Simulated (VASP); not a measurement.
InAs: single point with PBE

InAs:

```
In As
1.0
     0.00000    2.84143    2.84143
     2.84143    0.00000    2.84143
     2.84143    2.84143    0.00000
In As
1 1
Direct
  0.00000 0.00000 0.00000
  0.50000 0.50000 0.50000
```

| Property | Result |
| --- | --- |
| Program | VASP 6.6.1 |
| Task | single point |
| Functional | PBE |
| Potentials or basis | VASP PAW PBE potentials, release 64 (In_d, As) |
| Cutoff | 520 eV |
| k mesh | 6 × 6 × 6 |
| Occupations | fermi-dirac, width 0.05 eV |
| Spin | no spin polarisation |
| Dipole correction | no |
| Further INCAR settings | ALGO = Normal; EDIFF = 1e-07; NBANDS = 16 |

| Quantity | Value |
| --- | --- |
| Pressure | 2.6 GPa |
| Band gap on the k mesh | zero (band 9 reaches 6.74 eV, above the bottom of band 10 at 4.00 eV) |

Levels at points of the mesh, in eV from the Fermi level:
```
           k point  band 5  band 6  band 7  band 8  band 9  band 10  band 11  band 12  band 13  band 14
(0.00, 0.00, 0.00)  -14.37  -12.38   -0.42   -0.25   -0.25    -0.25     7.18     7.18     7.18     7.66
(0.50, 0.00, 0.00)  -14.30  -10.60   -6.73    0.16    0.16     2.13     3.26     3.26     4.62    10.84
(0.50, 0.50, 0.00)  -14.28   -9.62   -4.95   -2.92   -2.38    -2.38     3.79     9.47     9.47    10.33
```

Run time: 7 s on 1 thread of Intel(R) Xeon(R) 6975P-C (Granite Rapids), on a shared host, peak memory 0.16 GiB.

Caveat: spin-orbit coupling is left out, which moves the levels of the heavy elements.
